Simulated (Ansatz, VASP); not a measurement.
# One calculation of KF, two programs

File POSCAR:

```
KF
1.0
    0.0000000000      2.6735000000      2.6735000000
    2.6735000000      0.0000000000      2.6735000000
    2.6735000000      2.6735000000      0.0000000000
K F
1 1
Direct
    0.0000000000      0.0000000000      0.0000000000
    0.4181784178      0.5818215822      0.5818215822
```

The input INCAR.step1:

```
ALGO     = Normal         # electronic algorithm
EDIFF    = 1E-4           # SCF threshold, eV
ENCUT    = 520            # plane-wave cutoff, eV
GGA      = PE             # functional
ISMEAR   = 0              # smearing method
LASPH    = T              # aspherical terms in the spheres
LCHARG   = F              # write CHGCAR
LREAL    = F              # projectors in reciprocal space
LWAVE    = T              # write WAVECAR
NBANDS   = 15             # bands
NELM     = 80             # most SCF steps
PREC     = Accurate       # precision mode
SIGMA    = 0.05           # smearing width, eV
```

The input INCAR.step2:

```
ALGO     = Normal         # electronic algorithm
EDIFF    = 1E-7           # SCF threshold, eV
ENCUT    = 520            # plane-wave cutoff, eV
ISIF     = 2              # what is computed and relaxed
ISMEAR   = 0              # smearing method
ISTART   = 1            
LASPH    = T              # aspherical terms in the spheres
LCHARG   = T              # write CHGCAR
LELF     = T              # ELF
LMIXTAU  = T            
LREAL    = F              # projectors in reciprocal space
LVHAR    = T            
LWAVE    = F              # write WAVECAR
METAGGA  = R2SCAN         # meta-GGA
NBANDS   = 15             # bands
NELM     = 80             # most SCF steps
PREC     = Accurate       # precision mode
SIGMA    = 0.05           # smearing width, eV
```

KPOINTS

```
k-points
0
Gamma
  8 8 8
```

Input for Ansatz:

```yaml
crystal:
  lattice:
    - [0.0, 2.6735, 2.6735]
    - [2.6735, 0.0, 2.6735]
    - [2.6735, 2.6735, 0.0]
  atoms:
    - { symbol: K, position: [0.0, 0.0, 0.0] }
    - { symbol: F, position: [0.4181784178, 0.5818215822, 0.5818215822] }
basis:
  ecutwfc: 500
kpoints:
  mp_grid: { grid: [8, 8, 8] }
hamiltonian:
  xc: r2scan
scf:
  occupations: { method: gaussian, width: 0.05 }
output:
  forces: true
  stress: true
  eigenvalues: true
  write_density: true
  write_potential: true
  elf: true
  volumetric_format: npy
```

Change from the starting cell: all F atoms moved +0.438 Å, as atom 2 along Cartesian [1 0 0].

Alike in both runs: task single point; functional r2SCAN; k mesh 8 × 8 × 8; occupations gaussian, width 0.05 eV; no spin polarisation.

```csv
,VASP,Ansatz
version,VASP 6.6.1,Ansatz 0.2.0
potentials or method,"VASP PAW PBE potentials, release 64 (K_sv, F), cutoff 520 eV","scalar-relativistic, plane waves, PAW"
valence electrons in the cell,16,16
```

```tsv
	VASP	Ansatz	Ansatz less VASP
gap on the k mesh at the Fermi level (eV)	6.75	6.75	+0.001
least direct gap on the mesh (eV)	6.80	6.80	+0.005
pressure (GPa)	3.2	3.0	-0.14
traceless stress, the component that is largest in VASP (GPa)	8.35	7.94	-0.405
rms of the force components (eV/Å)	0.871	0.828	-0.0428
```

VASP's potentials were made for PBE, not for r2SCAN. Atom by atom the forces differ by 0.043 eV/Å (rms over components).
